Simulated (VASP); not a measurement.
A run of VASP 6.6.1:

INCAR

```
PREC = Accurate ; ENCUT = 520
EDIFF = 1E-6 ; ISMEAR = -1
SIGMA = 0.1 ; LREAL = False
LASPH = True ; NELM = 150
ALGO = Normal ; ISIF = 2
LWAVE = False ; LCHARG = False
ISPIN = 2 ; MAGMOM = 4 4
LORBIT = 11 ; LMAXMIX = 4
LDAU = True ; LDAUTYPE = 2
LDAUL = 2 ; LDAUU = 5.3
LDAUJ = 0 ; LDAUPRINT = 1
GGA = PE ; ISYM = 0
NBANDS = 19
```

File KPOINTS:

```
regular mesh
0
Gamma
  12 7 9
```

Contents of POSCAR:

```
Fe
1.0
    0.0000000000     -1.8395000000     -1.8395000000
   -3.6790000000     -1.8395000000     -1.8395000000
    0.0000000000      1.8395000000     -1.8395000000
Fe
2
Direct
    0.0000000000      0.0000000000      0.0000000000
    0.0000000000      0.5000000000      0.5000000000
```

Potentials or basis: VASP PAW PBE potentials, release 64 (Fe).

Launch:

```console
$ cat potpaw_PBE.64/Fe/POTCAR > POTCAR
$ mpirun -np 1 vasp_std > vasp.out
```

Hardware: 1 thread of Intel(R) Xeon(R) Platinum 8259CL CPU @ 2.50GHz (Skylake/Cascade Lake) (shared host).

Q: Estimate the wall time of this run.

A: Wall time 11 min on 1 thread of Intel(R) Xeon(R) Platinum 8259CL CPU @ 2.50GHz (Skylake/Cascade Lake), with other jobs on the host, peak memory 0.35 GiB. Counts: scf iterations 20, k points 379.
